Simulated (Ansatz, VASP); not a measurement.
One calculation of SnO, two programs

```xyz
4
Lattice="3.8020 0.0000 0.0000 0.0000 3.8020 0.1188 0.0000 0.1511 4.8360" Properties=species:S:1:pos:R:3 pbc="T T T"
Sn    0.0000    1.9370    1.2128
Sn    1.9010    0.1151    3.6826
O     0.0000    0.0000    0.0000
O     1.9010    1.9010    0.0594
```

Change from the starting cell: strain +0.0625 x Voigt [0, 0, 0, 1, 0, 0], atoms carried along.

Alike in both runs: task single point; functional PBEsol; dispersion D3(BJ); k mesh 12 × 12 × 10; occupations gaussian, width 0.15 eV; no spin polarisation.

|  | VASP | Ansatz |
| --- | --- | --- |
| version | VASP 6.6.1 | Ansatz 0.2.0 |
| potentials or method | VASP PAW PBE potentials, release 64 (Sn_d, O), cutoff 520 eV | scalar-relativistic, plane waves, PAW |
| valence electrons in the cell | 40 | 40 |

```tsv
	VASP	Ansatz	Ansatz less VASP
pressure (GPa)	-1.4	-1.6	-0.23
traceless stress, the component that is largest in VASP (GPa)	-3.37	-3.30	+0.074
rms of the force components (eV/Å)	0.205	0.185	-0.0207
```

VASP's potentials were made for PBE, not for PBEsol. Atom by atom the forces differ by 0.036 eV/Å (rms over components).
